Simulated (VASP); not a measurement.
# WC (Cm) in VASP: single point with PBEsol

Aim: the single point of WC with PBEsol.

Program: VASP 6.6.1. These are calculated values, not measurements. Logs are shortened: lines on timing, memory, paths and dates and some standing lists are left out, and cuts for length are marked.

### 1 The cell of the first run

It takes space group Cm (No. 8, monoclinic). The conventional cell has a = 4.385 Å, b = 4.385 Å, c = 3.101 Å, α = 90.00°, β = 135.00°, γ = 90.00°. W (site symmetry m) has 4 C at 1.76 to 2.25 Å within 2.3 Å. Within 2.3 Å of C (site symmetry m) lie 4 W at 1.76 to 2.25 Å.

### 2 Single point, PBEsol (atom 1 (W) moved by (-0.450, -0.225) A along x and z)

The input, INCAR:

```
SYSTEM = WC
PREC = Accurate ; ENCUT = 600
EDIFF = 1E-6 ; ISMEAR = 0
SIGMA = 0.15 ; LREAL = .FALSE.
LASPH = .TRUE. ; NELM = 120
ALGO = Normal ; ISIF = 2
LWAVE = .FALSE. ; LCHARG = .FALSE.
GGA = PS ; NBANDS = 16
GGA_COMPAT = .FALSE.
```

The input, KPOINTS:

```
regular mesh
0
G
  18 18 18
  0 0 0
```

The input, POSCAR:

```
WC
1.0
    0.0000000000      2.1926840000      2.1926840000
    2.1926840000      0.0000000000      2.1926840000
    2.1926840000      2.1926840000      0.0000000000
W C
1 1
Direct
    0.0513069827     -0.1539209480     -0.0513069827
    0.5000000000      0.5000000000      0.5000000000
```

Potentials or basis: VASP PAW PBE potentials, release 64 (W_sv, C).

The run is started by

```
cat potpaw_PBE.64/W_sv/POTCAR potpaw_PBE.64/C/POTCAR > POTCAR
mpirun -np 1 vasp_std > vasp.out
```

OUTCAR:

```text
SYSTEM = WC
   PREC = Accurate
   ENCUT = 600
   EDIFF = 1E-6
   ISMEAR = 0
   LREAL = .FALSE.
   LASPH = .TRUE.
   NELM = 120
   ISIF = 2
   GGA = PS

 ion  position               nearest neighbor table
   1  0.051  0.846  0.949-   2 1.76   2 2.02   2 2.25   2 2.25   2 2.46   2 2.65
   2  0.500  0.500  0.500-   1 1.76   1 2.02   1 2.25   1 2.25   1 2.46   1 2.65

  LATTYP: Found a face centered cubic cell.
 ALAT       =     4.3853680000

  Lattice vectors:

 A1 = (   0.0000000000,   2.1926840000,   2.1926840000)
 A2 = (   2.1926840000,   0.0000000000,   2.1926840000)
 A3 = (   2.1926840000,   2.1926840000,   0.0000000000)

Analysis of symmetry for initial positions (statically):
=====================================================================
 Subroutine PRICEL returns:
 Original cell was already a primitive cell.

 Routine SETGRP: Setting up the symmetry group for a
 face centered cubic supercell.

 Subroutine GETGRP returns: Found  2 space group operations
 (whereof  2 operations were pure point group operations)
 out of a pool of 48 trial point group operations.

The static configuration has the point symmetry C_1h.

Analysis of symmetry for dynamics (positions and initial velocities):
=====================================================================
 Subroutine PRICEL returns:
 Original cell was already a primitive cell.

 Routine SETGRP: Setting up the symmetry group for a
 face centered cubic supercell.

 Subroutine GETGRP returns: Found  2 space group operations
 (whereof  2 operations were pure point group operations)
 out of a pool of 48 trial point group operations.

The dynamic configuration has the point symmetry C_1h.

 Subroutine INISYM returns: Found  2 space group operations
 (whereof  2 operations are pure point group operations),
 and found     1 'primitive' translations

----------------------------------------------------------------------------------------

                                     Primitive cell

  volume of cell :      21.0842

  direct lattice vectors                    reciprocal lattice vectors
     0.000000000  2.192684000  2.192684000    -0.228031034  0.228031034  0.228031034
     2.192684000  0.000000000  2.192684000     0.228031034 -0.228031034  0.228031034
     2.192684000  2.192684000  0.000000000     0.228031034  0.228031034 -0.228031034

  length of vectors
     3.100923451  3.100923451  3.100923451     0.394961337  0.394961337  0.394961337

  position of ions in fractional coordinates (direct lattice)
     0.051306983  0.846079052  0.948693017
     0.500000000  0.500000000  0.500000000

  ion indices of the primitive-cell ions
   primitive index   ion index
                 1           1
                 2           2

----------------------------------------------------------------------------------------

 KPOINTS: regular mesh

Automatic generation of k-mesh.
 Grid dimensions read from file:
 generate k-points for:   18   18   18

 Generating k-lattice:

  Cartesian coordinates                     Fractional coordinates (reciprocal lattice)
    -0.012668391  0.012668391  0.012668391     0.055555556  0.000000000  0.000000000
     0.012668391 -0.012668391  0.012668391     0.000000000  0.055555556  0.000000000
     0.012668391  0.012668391 -0.012668391     0.000000000  0.000000000  0.055555556

  Length of vectors
     0.021942296  0.021942296  0.021942296

  Shift w.r.t. Gamma in fractional coordinates (k-lattice)
     0.000000000  0.000000000  0.000000000

 Subroutine IBZKPT returns following result:
 ===========================================

 Found   1550 irreducible k-points:

 Following reciprocal coordinates:
            Coordinates               Weight
  0.000000  0.000000  0.000000      1.000000
  0.055556  0.000000  0.000000      4.000000
  0.000000  0.055556  0.000000      4.000000
  0.111111  0.000000  0.000000      4.000000
  0.000000  0.111111  0.000000      4.000000
  0.166667  0.000000  0.000000      4.000000
[... 16 lines left out ...]
  0.111111  0.055556  0.000000      4.000000
  0.000000  0.111111  0.055556      4.000000
 [... further k-points ...]
   k-points           NKPTS =   1550   k-points in BZ     NKDIM =   1550   number of bands    NBANDS=     16
   number of dos      NEDOS =    301   number of ions     NIONS =      2
   total plane-waves  NPLWV =  21952
   dimension x,y,z NGX =    28 NGY =   28 NGZ =   28
   dimension x,y,z NGXF=    56 NGYF=   56 NGZF=   56
   ions per type =               1   1
   NGX,Y,Z   is equivalent  to a cutoff of  15.01, 15.01, 15.01 a.u.
   NGXF,Y,Z  is equivalent  to a cutoff of  30.02, 30.02, 30.02 a.u.
 SYSTEM =  WC
   PREC   = accura    normal or accurate (medium, high low for compatibility)
   ISTART =      0    job   : 0-new  1-cont  2-samecut
   ICHARG =      2    charge: 1-file 2-atom 10-const
   ISPIN  =      1    spin polarized calculation?
   LNONCOLLINEAR =      F non collinear calculations
   LSORBIT =      F    spin-orbit coupling
   LASPH  =      T    aspherical Exc in radial PAW
   ENCUT  =  600.0 eV  44.10 Ry    6.64 a.u.   6.19  6.19  6.19*2*pi/ulx,y,z
   NELM   =    120;   NELMIN=  2; NELMDL= -5     # of ELM steps
   EDIFF  = 0.1E-05   stopping-criterion for ELM
   LREAL  =      F    real-space projection
   EDIFFG = 0.1E-04   stopping-criterion for IOM
   NSW    =      0    number of steps for IOM
   IBRION =     -1    ionic relax: 0-MD 1-quasi-New 2-CG
   NFREE  =      0    steps in history (QN), initial steepest desc. (CG)
   ISIF   =      2    stress and relaxation
   ISYM   =      2    0-nonsym 1-usesym 2-fastsym
   POTIM  = 0.5000    time-step for ionic-motion
   TEBEG  =    0.0;   TEEND  =   0.0 temperature during run
   PSTRESS=    0.0 pullay stress
   NELECT =      18.0000    total number of electrons
   NUPDOWN=      -1.0000    fix difference up-down
   EMIN   =  10.00;   EMAX   =-10.00  energy-range for DOS
   EFERMI =   0.00;   METHOD = LEGACY
   ISMEAR =     0;   SIGMA  =   0.15  broadening in eV -4-tet -1-fermi 0-gaus
   EFERMI_NEDOS =   21; number of points for ismear=-14 and -15
   IALGO  =     38    algorithm
   IMIX   =      4    mixing-type and parameters
     AMIX     =   0.40;   BMIX     =  1.00
     AMIX_MAG =   1.60;   BMIX_MAG =  1.00
  volume/ion in A,a.u.               =      10.54        71.14
  Fermi-wavevector in a.u.,A,eV,Ry     =   1.553029  2.934800 32.815887  2.411900
  Thomas-Fermi vector in A             =   2.657319
   LORBIT       =      0    0 simple, 1 ext, 2 COOP (PROOUT), +10 PAW based schemes
   GGA     = PS    functional components
   LHFCALC =     F    Hartree Fock is set to
   AEXX    =    0.0000 exact exchange contribution
   IVDW    =     0    specifies the selected vdW correction
   LEPSILON=     F    determine dielectric tensor
   LRPA    =     F    only Hartree local field effects (RPA)
 non-spin polarized calculation
 Gauss-broadening in eV      SIGMA  =   0.15
  energy-cutoff  :      600.00
  volume of cell :       21.08
 maximum number of plane-waves:       725
 NGX is ok and might be reduce to    28
   NGX = 13   NGY = 13   NGZ = 13

 number of electron      18.0000000 magnetization

 Free energy of the ion-electron system (eV)
  ---------------------------------------------------
  ext. energy  EPLUGINS =         0.00000000
  ---------------------------------------------------
  free energy    TOTEN  =       -21.65430100 eV

  energy without entropy =      -21.64352007  energy(sigma->0) =      -21.64891053

 E-fermi :  11.8759     XC(G=0): -13.7336

 val. band max:       11.8748986493   @ k =   0.4444   0.1111  -0.3333
 cond. band min:      11.8759678782   @ k =   0.5000  -0.2222  -0.2222
 fundamental gap:      0.0010692288
 Fermi energy:        11.8758692365

 k-point     1 :       0.0000    0.0000    0.0000
  band No.  band energies     occupation
      1     -62.8464      2.00000
      2     -27.1919      2.00000
      3     -26.9023      2.00000
      4     -26.8451      2.00000
      5      -3.4503      2.00000
      6       6.6792      2.00000
[... 8 lines left out ...]
     15      21.2652      0.00000
     16      33.5021      0.00000

 k-point     2 :       0.0556    0.0000    0.0000
  band No.  band energies     occupation
      1     -62.8452      2.00000
      2     -27.2024      2.00000
      3     -26.9098      2.00000
      4     -26.8523      2.00000
      5      -3.3596      2.00000
      6       6.5639      2.00000
[... 8 lines left out ...]
     15      21.4734      0.00000
     16      32.8177      0.00000

 k-point     3 :       0.0000    0.0556    0.0000
  band No.  band energies     occupation
      1     -62.8452      2.00000
      2     -27.1989      2.00000
      3     -26.9116      2.00000
      4     -26.8522      2.00000
      5      -3.3677      2.00000
      6       6.5470      2.00000
[... 8 lines left out ...]
     15      21.4948      0.00000
     16      32.8154      0.00000

 k-point     4 :       0.1111    0.0000    0.0000
  band No.  band energies     occupation
      1     -62.8418      2.00000
      2     -27.2354      2.00000
      3     -26.9332      2.00000
      4     -26.8685      2.00000
      5      -3.0934      2.00000
      6       6.2295      2.00000
[... 8 lines left out ...]
     15      22.0717      0.00000
     16      31.3666      0.00000
[... 324 lines left out ...]
 k-point    22 :       0.0556    0.0000    0.0556
  band No.  band energies     occupation
      1     -62.8448      2.00000
      2     -27.1991      2.00000
      3     -26.9089      2.00000
      4     -26.8631      2.00000
      5      -3.3414      2.00000
      6       6.4203      2.00000
[... 8 lines left out ...]
     15      21.5862      0.00000
     16      32.6732      0.00000

 k-point    23 :       0.1111    0.0556    0.0000
  band No.  band energies     occupation
      1     -62.8421      2.00000
      2     -27.2221      2.00000
      3     -26.9445      2.00000
      4     -26.8621      2.00000
      5      -3.1294      2.00000
      6       6.3438      2.00000
[... 8 lines left out ...]
     15      21.9832      0.00000
     16      31.6139      0.00000

 k-point    24 :       0.0000    0.1111    0.0556
  band No.  band energies     occupation
      1     -62.8422      2.00000
      2     -27.2343      2.00000
      3     -26.9262      2.00000
      4     -26.8650      2.00000
      5      -3.1360      2.00000
      6       6.3893      2.00000
[... 8 lines left out ...]
     15      22.0397      0.00000
     16      31.4692      0.00000

 [... further k-points ...]

------------------------ aborting loop because EDIFF is reached ----------------------------------------

  FORCE on cell =-STRESS in cart. coord.  units (eV):
  Direction    XX          YY          ZZ          XY          YZ          ZX
  --------------------------------------------------------------------------------------
  -------------------------------------------------------------------------------------
  Total       13.0631244     -1.1039354      1.3346739      0.0000000      0.0000000     -2.6294352
  in kB      992.6576789    -83.8872758    101.4209333      0.0000000      0.0000000   -199.8089407
  external PRESSURE =     336.7304455 kB  Pullay stress =       0.0000000 kB

 VOLUME and BASIS-vectors are now :
 -----------------------------------------------------------------------------
  energy-cutoff  :      600.00
  volume of cell :       21.08
      direct lattice vectors                 reciprocal lattice vectors
     0.000000000  2.192684000  2.192684000    -0.228031034  0.228031034  0.228031034
     2.192684000  0.000000000  2.192684000     0.228031034 -0.228031034  0.228031034
     2.192684000  2.192684000  0.000000000     0.228031034  0.228031034 -0.228031034

 POSITION                                       TOTAL-FORCE (eV/Angst)
 -----------------------------------------------------------------------------------
      3.93537      2.19268      1.96768         7.476885      0.000000      1.188678
      2.19268      2.19268      2.19268        -7.476885      0.000000     -1.188678
 -----------------------------------------------------------------------------------
    total drift:                               -0.000729     -0.000000     -0.000115

  FREE ENERGIE OF THE ION-ELECTRON SYSTEM (eV)
  ---------------------------------------------------
  free  energy   TOTEN  =       -21.6543009975 eV

  energy  without entropy=      -21.6435200665  energy(sigma->0) =      -21.64891053
```

Run time: 19 min. Hardware: 1 thread of Intel Xeon 8259CL, shared host; peak memory 0.71 GiB.

What came out:

- Free energy: -21.6543 eV
- Pressure: 33.7 GPa
- Largest force: 7.571 eV/Å
- Band gap on the k mesh: zero (bands 9 and 10 overlap by 3.83 eV)

Forces in eV/Å, atoms in the order of the input:
```
W    7.477  0.000  1.189
C   -7.477  0.000 -1.189
```

Levels at points of the mesh, in eV from the Fermi level:
```
           k point  band 7  band 8  band 9  band 10  band 11  band 12
(0.00, 0.00, 0.00)   -4.67   -4.42   -2.32    -0.66     2.44     3.48
(0.50, 0.00, 0.00)   -5.84   -5.01    0.32     1.11     2.46     3.19
(0.00, 0.50, 0.00)   -6.51   -6.08    0.91     1.63     2.60     4.70
(0.50, 0.50, 0.00)   -5.26   -3.25    0.45     2.41     2.75     2.95
(0.00, 0.50, 0.50)   -4.75   -2.52   -1.41     1.76     1.97     2.60
(0.50, 0.00, 0.50)   -5.33   -3.62    1.18     2.52     2.75     3.32
```

Caveat: the cell differs from its parent crystal (atom 1 (W) moved by (-0.450, -0.225) A along x and z); the cell stands under pressure; the PAW data sets were made with another functional, which shifts forces and pressure a little; spin-orbit coupling is left out, which moves the levels of the heavy elements.
